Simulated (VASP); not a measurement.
Write the native input for VASP 6.6.1 that does the following.

```yaml
Task: single point
Functional: LDA
Potentials_or_basis: VASP PAW LDA potentials, release 64 (Pd, S)
Cutoff: 520 eV
k_mesh: 6 × 6 × 1
Occupations: gaussian, width 0.1 eV
Spin: no spin polarisation
Dipole_correction: yes
Further_INCAR_settings: ALGO = Normal; EDIFF = 1e-07; NBANDS = 75
```

The structure of Pd12S lies in POSCAR:

```
Pd12S
1.0
    5.4294429595      0.0000000000      0.0000000000
   -2.7147214798      4.7020355314      0.0000000000
    0.0000000000      0.0000000000     19.9331216116
Pd S
12 1
Direct
    0.3333333333      0.1666666667      0.2006710277
    0.3333333333      0.6666666667      0.2006710277
    0.8333333333      0.1666666667      0.2006710277
    0.8333333333      0.6666666667      0.2006710277
    0.1666666667      0.3333333333      0.3118709115
    0.1666666667      0.8333333333      0.3118709115
    0.6666666667      0.3333333333      0.3118709115
    0.6666666667      0.8333333333      0.3118709115
    0.0000000000      0.0000000000      0.4230707952
    0.0000000000      0.5000000000      0.4230707952
    0.5000000000      0.0000000000      0.4230707952
    0.5000000000      0.5000000000      0.4230707952
    0.0833333333      0.3333333333      0.5080460824
```

The input as run:

INCAR

```
PREC     = Accurate       # precision mode
ENCUT    = 520            # plane-wave cutoff, eV
EDIFF    = 1E-7           # SCF threshold, eV
ISMEAR   = 0              # smearing method
SIGMA    = 0.1            # smearing width, eV
LREAL    = False          # projectors in reciprocal space
LASPH    = True           # aspherical terms in the spheres
NELM     = 80             # most SCF steps
ALGO     = Normal         # electronic algorithm
ISIF     = 2              # what is computed and relaxed
LWAVE    = False          # write WAVECAR
LCHARG   = False          # write CHGCAR
LDIPOL   = True         
IDIPOL   = 3            
DIPOL    = 0.5 0.5 0.327
NBANDS   = 75             # bands
```

KPOINTS

```
regular mesh
0
Gamma
  6 6 1
```

Potentials or basis: VASP PAW LDA potentials, release 64 (Pd, S).

Run with:

```bash
$ cat potpaw_LDA.64/Pd/POTCAR potpaw_LDA.64/S/POTCAR > POTCAR
$ mpirun -np 1 vasp_std > vasp.out
```

It gave:

```yaml
Largest_force: 2.067 eV/Å
Band_gap_on_the_k_mesh: zero (bands 63 and 64 overlap by 0.59 eV)
```

Wall time 21 min on 1 thread of AMD EPYC 9R45 96-Core Processor (Zen 5), on a shared host, peak memory 0.71 GiB.
